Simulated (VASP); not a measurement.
# Al2Au: single point with PBEsol

Al2Au:

```xyz
3
Lattice="0.0000 3.0017 3.0017 3.0017 0.0000 3.0017 3.0017 3.0017 0.0000" Properties=species:S:1:pos:R:3 pbc="T T T"
Al    1.5009    1.5009    1.5009
Al    4.5026    4.5026    4.5026
Au    0.0000    0.0000    0.0000
```

```json
{"Program": "VASP 6.6.1", "Task": "single point", "Functional": "PBEsol", "Potentials or basis": "VASP PAW PBE potentials, release 64 (Al, Au)", "Cutoff": "520 eV", "k mesh": "12 × 12 × 12", "Occupations": "methfessel-paxton, width 0.05 eV", "Spin": "no spin polarisation", "Dipole correction": "no", "Further INCAR settings": "ALGO = Normal; EDIFF = 1e-06; NBANDS = 16"}
```

```yaml
Pressure: -0.2 GPa
```

Levels at points of the mesh, in eV from the Fermi level:
| k point | band 7 | band 8 | band 9 | band 10 | band 11 | band 12 |
| --- | --- | --- | --- | --- | --- | --- |
| (0.00, 0.00, 0.00) | 2.27 | 2.93 | 2.93 | 2.93 | 3.93 | 3.93 |
| (0.50, 0.00, 0.00) | -5.45 | 0.37 | 0.37 | 3.26 | 3.59 | 3.82 |
| (0.50, 0.50, 0.00) | -5.03 | -2.10 | -2.10 | 1.29 | 2.04 | 7.66 |

Run time: 29 s on 1 thread of AMD EPYC 9R45 (Zen 5) (shared host), peak memory 0.18 GiB.

Caveat: the PAW data sets were made with another functional, which shifts forces and pressure a little; spin-orbit coupling is left out, which moves the levels of the heavy elements.
